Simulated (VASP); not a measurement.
# Y3C2 (Cmmm) in VASP: single point with PBE

Aim: the single point of Y3C2 with PBE.

Program: VASP 6.6.1. These are calculated values, not measurements. Logs are shortened: lines on timing, memory, paths and dates and some standing lists are left out, and cuts for length are marked.

### 1 The cell of the first run

The structure is orthorhombic, space group Cmmm (No. 65). The conventional cell has a = 4.010 Å, b = 7.058 Å, c = 5.939 Å, α = 90.00°, β = 90.00°, γ = 90.00°. Within 3.0 Å of Y (site symmetry mmm) lie 6 Y at 2.29 to 2.36 Å. Within 3.0 Å of Y (site symmetry m2m) lie 6 Y at 2.26 to 2.48 Å. Within 1.8 Å of C (site symmetry 2mm) lie 1 C at 1.33 Å.

The cell was generated, and may not be a known phase.

### 2 Single point, PBE, collinear spin

File INCAR:

```
SYSTEM = Y3C2
  PREC = Accurate
  ENCUT = 520
  EDIFF = 1E-6
  ISMEAR = 0
  SIGMA = 0.1
  LREAL = .False.
  LASPH = .True.
  NELM = 150
  ALGO = Normal
  ISIF = 2
  LWAVE = .False.
  LCHARG = .False.
  ISPIN = 2
  MAGMOM = 0 0 0 1 1
  LORBIT = 11
  LMAXMIX = 4
  GGA = PE
  NBANDS = 32
```

File KPOINTS:

```
regular mesh
0
Gamma
  6 6 4
  0 0 0
```

File POSCAR:

```
Y3C2
1.0
    2.0050435600     -3.5288928600      0.0000000000
    2.0050435600      3.5288928600      0.0000000000
    0.0000000000      0.0000000000      5.9391819600
Y C
3 2
Direct
    0.0000000000      0.0000000000      0.5000000000
    0.6756455700      0.3243544300      0.5000000000
    0.3243544300      0.6756455700      0.5000000000
    0.6657450500      0.6657450500      0.0000000000
    0.3342549500      0.3342549500      0.0000000000
```

Potentials or basis: VASP PAW PBE potentials, release 64 (Y_sv, C).

Launch:

```
> cat potpaw_PBE.64/Y_sv/POTCAR potpaw_PBE.64/C/POTCAR > POTCAR
> mpirun -np 1 vasp_std > vasp.out
```

OUTCAR:

```text
SYSTEM = Y3C2
   PREC = Accurate
   ENCUT = 520
   EDIFF = 1E-6
   ISMEAR = 0
   LREAL = .False.
   LASPH = .True.
   NELM = 150
   ISIF = 2
   ISPIN = 2
   LORBIT = 11
   GGA = PE

 ion  position               nearest neighbor table
   1  0.000  0.000  0.500-   2 2.29   3 2.29   2 2.36   3 2.36   2 2.36   3 2.36
   2  0.676  0.324  0.500-   3 2.26   3 2.26   1 2.29   1 2.36   1 2.36   3 2.48
   3  0.324  0.676  0.500-   2 2.26   2 2.26   1 2.29   1 2.36   1 2.36   2 2.48
   4  0.666  0.666  0.000-   5 1.33
   5  0.334  0.334  0.000-   4 1.33

  LATTYP: Found a base centered orthorhombic cell.
 ALAT       =     4.0100871200
 B/A-ratio  =     1.7600080768
 C/A-ratio  =     1.4810605810

  Lattice vectors:

 A1 = (   2.0050435600,  -3.5288928600,   0.0000000000)
 A2 = (   2.0050435600,   3.5288928600,   0.0000000000)
 A3 = (   0.0000000000,   0.0000000000,   5.9391819600)

Analysis of symmetry for initial positions (statically):
=====================================================================
 Subroutine PRICEL returns:
 Original cell was already a primitive cell.

 Routine SETGRP: Setting up the symmetry group for a
 base centered orthorhombic supercell.

 Subroutine GETGRP returns: Found  8 space group operations
 (whereof  8 operations were pure point group operations)
 out of a pool of  8 trial point group operations.

The static configuration has the point symmetry D_2h.

Analysis of symmetry for dynamics (positions and initial velocities):
=====================================================================
 Subroutine PRICEL returns:
 Original cell was already a primitive cell.

 Routine SETGRP: Setting up the symmetry group for a
 base centered orthorhombic supercell.

 Subroutine GETGRP returns: Found  8 space group operations
 (whereof  8 operations were pure point group operations)
 out of a pool of  8 trial point group operations.

The dynamic configuration has the point symmetry D_2h.

Analysis of structural, dynamic, and magnetic symmetry:
=====================================================================
 Subroutine PRICEL returns:
 Original cell was already a primitive cell.

 Routine SETGRP: Setting up the symmetry group for a
 base centered orthorhombic supercell.

 Subroutine GETGRP returns: Found  8 space group operations
 (whereof  8 operations were pure point group operations)
 out of a pool of  8 trial point group operations.
[... 132 lines left out ...]
   GGA     = PE    functional components
   LHFCALC =     F    Hartree Fock is set to
   AEXX    =    0.0000 exact exchange contribution
   IVDW    =     0    specifies the selected vdW correction
   LEPSILON=     F    determine dielectric tensor
   LRPA    =     F    only Hartree local field effects (RPA)
 spin polarized calculation
 Gauss-broadening in eV      SIGMA  =   0.10
  energy-cutoff  :      520.00
  volume of cell :       84.05
 maximum number of plane-waves:      2285
   NGX = 15   NGY = 15   NGZ = 23

 number of electron      40.9999998 magnetization       1.0246593

 number of electron      40.9999998 magnetization      -0.0015477

 Free energy of the ion-electron system (eV)
  ---------------------------------------------------
  ext. energy  EPLUGINS =         0.00000000
  ---------------------------------------------------
  free energy    TOTEN  =       -15.80512381 eV

  energy without entropy =      -15.79187627  energy(sigma->0) =      -15.79850004

 E-fermi :   3.6681     XC(G=0): -10.4581

 val. band max:        3.6680437520   @ k =   0.1667   0.1667   0.5000
 cond. band min:       3.6753996603   @ k =   0.5000  -0.0000   0.5000
 fundamental gap:      0.0073559083
 Fermi energy:         3.6680722829

 spin component 1

 k-point     1 :       0.0000    0.0000    0.0000
  band No.  band energies     occupation
      1     -40.8589      1.00000
      2     -37.0658      1.00000
      3     -37.0089      1.00000
      4     -22.4211      1.00000
      5     -22.2773      1.00000
      6     -21.2091      1.00000
[... 829 lines left out ...]
     31      11.0005      0.00000
     32      11.7484      0.00000

 [... further k-points ...]

 spin component 2

 k-point     1 :       0.0000    0.0000    0.0000
  band No.  band energies     occupation
      1     -40.8590      1.00000
      2     -37.0658      1.00000
      3     -37.0090      1.00000
      4     -22.4211      1.00000
      5     -22.2773      1.00000
      6     -21.2091      1.00000
[... 829 lines left out ...]
     31      11.0004      0.00000
     32      11.7483      0.00000

 [... further k-points ...]
[... 5 lines left out ...]
  --------------------------------------------------------------------------------------
  -------------------------------------------------------------------------------------
  Total       54.4115455     53.7999637    -13.6251385     -0.0000000      0.0000000      0.0000000
  in kB     1037.2483002   1025.5897068   -259.7362679     -0.0000000      0.0000000      0.0000000
  external PRESSURE =     601.0339130 kB  Pullay stress =       0.0000000 kB

 VOLUME and BASIS-vectors are now :
 -----------------------------------------------------------------------------
  energy-cutoff  :      520.00
  volume of cell :       84.05
      direct lattice vectors                 reciprocal lattice vectors
     2.005043560 -3.528892860  0.000000000     0.249371141 -0.141687498  0.000000000
     2.005043560  3.528892860  0.000000000     0.249371141  0.141687498  0.000000000
     0.000000000  0.000000000  5.939181960     0.000000000  0.000000000  0.168373356

 POSITION                                       TOTAL-FORCE (eV/Angst)
 -----------------------------------------------------------------------------------
      0.00000      0.00000      2.96959         0.000000     -0.000000      0.000000
      2.00504     -1.23967      2.96959         0.000000      3.526228      0.000000
      2.00504      1.23967      2.96959         0.000000     -3.526228      0.000000
      2.66970      0.00000      0.00000        -2.462465      0.000000      0.000000
      1.34039      0.00000      0.00000         2.462465      0.000000      0.000000
 -----------------------------------------------------------------------------------
    total drift:                                0.000000     -0.000000     -0.000000

  FREE ENERGIE OF THE ION-ELECTRON SYSTEM (eV)
  ---------------------------------------------------
  free  energy   TOTEN  =       -15.8051238057 eV

  energy  without entropy=      -15.7918762672  energy(sigma->0) =      -15.79850004

 total charge

# of ion       s       p       d       f       tot
--------------------------------------------------
    1        2.223   6.579   3.066   0.289  12.158
    2        2.226   6.599   3.089   0.308  12.221
    3        2.226   6.599   3.089   0.308  12.221
    4        0.954   1.378   0.000   0.000   2.332
    5        0.954   1.378   0.000   0.000   2.332
--------------------------------------------------
tot          8.583  22.533   9.243   0.905  41.264

 magnetization (x)

# of ion       s       p       d       f       tot
--------------------------------------------------
    1        0.000  -0.000   0.000  -0.000  -0.000
    2       -0.000  -0.000  -0.000  -0.000  -0.000
    3       -0.000  -0.000  -0.000  -0.000  -0.000
    4       -0.000  -0.000   0.000   0.000  -0.000
    5       -0.000  -0.000   0.000   0.000  -0.000
--------------------------------------------------
tot         -0.000  -0.001  -0.000  -0.000  -0.001
```

OSZICAR:

```text
N       E                     dE             d eps       ncg     rms          rms(c)
DAV:   1     0.267933165175E+03    0.26793E+03   -0.21087E+04  5024   0.127E+03
DAV:   2     0.203350253574E+01   -0.26590E+03   -0.25417E+03  5808   0.342E+02
DAV:   3    -0.182691404414E+02   -0.20303E+02   -0.19815E+02  8416   0.652E+01
[... 12 lines left out ...]
DAV:  16    -0.158051107715E+02   -0.10982E-04   -0.32846E-05  5152   0.156E-02    0.143E-02
DAV:  17    -0.158051180091E+02   -0.72375E-05   -0.25237E-05  5328   0.119E-02    0.759E-03
DAV:  18    -0.158051217651E+02   -0.37560E-05   -0.14329E-05  5184   0.866E-03    0.521E-03
DAV:  19    -0.158051231429E+02   -0.13778E-05   -0.57118E-06  4800   0.540E-03    0.331E-03
DAV:  20    -0.158051238057E+02   -0.66277E-06   -0.51495E-06  4736   0.498E-03
   1 F= -.15805124E+02 E0= -.15798500E+02  d E =-.132475E-01  mag=    -0.0005
```

stdout:

```text
POSCAR found type information on POSCAR Y C
 POSCAR found :  2 types and       5 ions
 scaLAPACK will be used
 LDA part: xc-table for (Slater+PW92), standard interpolation
 POSCAR, INCAR and KPOINTS ok, starting setup
 FFT: planning ... GRIDC
 FFT: planning ... GRID_SOFT
 FFT: planning ... GRID
 WAVECAR not read
 entering main loop
```

Wall time 2.3 min (1 thread of Intel Xeon 6975P-C (Granite Rapids), shared host); peak memory 0.34 GiB.

Results:

| Item | Value |
| --- | --- |
| Free energy | -15.8051 eV |
| Pressure | 60.1 GPa |
| Largest force | 3.526 eV/Å |
| Net moment | 0.00 μB per cell |

Forces in eV/Å, atoms in the order of the input:
```
Y    0.000  0.000  0.000
Y    0.000  3.526  0.000
Y    0.000 -3.526  0.000
C   -2.462  0.000  0.000
C    2.462  0.000  0.000
```

Levels at points of the mesh, in eV from the Fermi level:
Spin up:
```
           k point  band 17  band 18  band 19  band 20  band 21  band 22  band 23  band 24
(0.00, 0.00, 0.00)    -1.30    -0.73    -0.72    -0.12    -0.10     0.51     1.23     3.13
(0.50, 0.00, 0.00)    -2.03    -1.76    -0.09    -0.05     0.16     1.10     1.65     2.13
(0.50, 0.50, 0.00)    -3.09    -3.06    -2.85    -0.11     0.45     1.80     1.84     2.22
(0.00, 0.00, 0.50)    -1.51    -0.80    -0.38     0.23     0.24     0.65     2.45     3.14
(0.50, 0.00, 0.50)    -2.98    -1.59    -0.35     0.01     0.18     0.79     1.13     1.52
(0.50, 0.50, 0.50)    -2.96    -2.65    -1.90    -0.11     0.72     0.87     0.87     1.80
```
Spin down:
```
           k point  band 16  band 17  band 18  band 19  band 20  band 21  band 22  band 23  band 24  band 25
(0.00, 0.00, 0.00)    -2.77    -1.30    -0.73    -0.72    -0.12    -0.10     0.51     1.23     3.13     3.60
(0.50, 0.00, 0.00)    -3.64    -2.03    -1.76    -0.09    -0.05     0.16     1.10     1.65     2.13     2.40
(0.50, 0.50, 0.00)    -3.12    -3.09    -3.06    -2.86    -0.11     0.45     1.80     1.84     2.22     2.90
(0.00, 0.00, 0.50)    -2.95    -1.51    -0.80    -0.38     0.23     0.24     0.65     2.45     3.14     3.58
(0.50, 0.00, 0.50)    -3.01    -2.99    -1.59    -0.35     0.01     0.18     0.79     1.13     1.51     3.15
(0.50, 0.50, 0.50)    -3.21    -2.97    -2.65    -1.90    -0.11     0.72     0.87     0.87     1.80     3.60
```

Caveat: the stress differs along the axes, from -26 to 104 GPa; forces of over 1 eV/Å act on the atoms, so gaps and moduli don't describe the material at rest.
